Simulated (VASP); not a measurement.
Au, 1 atom in the cell. It takes space group Fm-3m (No. 225, cubic). Conventional cell: a = 4.015 Å, b = 4.015 Å, c = 4.015 Å, α = 90.00°, β = 90.00°, γ = 90.00°. Within 3.7 Å of Au (site symmetry m-3m) lie 12 Au at 2.84 Å. 

| Item | Value |
| --- | --- |
| Program | VASP 6.6.1 |
| Task | single point |
| Functional | r2SCAN0 |
| Potentials or basis | VASP PAW PBE potentials, release 64 (Au) |
| Cutoff | 520 eV |
| k mesh | 6 × 6 × 6 |
| Occupations | fermi-dirac, width 0.05 eV |
| Spin | no spin polarisation |
| Dipole correction | no |
| Grid for exact exchange (PRECFOCK) | Normal |
| Further INCAR settings | ALGO = Normal; EDIFF = 1e-07; NBANDS = 12 |
| Share of exact exchange | 0.25 |

Potentials or basis: VASP PAW PBE potentials, release 64 (Au).

Launch:

```sh
$ cat potpaw_PBE.64/Au/POTCAR > POTCAR
$ cp INCAR.step1 INCAR
$ mpirun -np 1 vasp_std > vasp.out
$ cp INCAR.step2 INCAR
$ mpirun -np 1 vasp_std > vasp.out
```

Hardware: 1 thread of Intel(R) Xeon(R) 6975P-C (Granite Rapids), with other jobs on the host.

How long does it take, and how much memory?

It took 7.2 min on 1 thread of Intel(R) Xeon(R) 6975P-C (Granite Rapids), on a shared host, peak memory 0.16 GiB. Counts: k points 16.
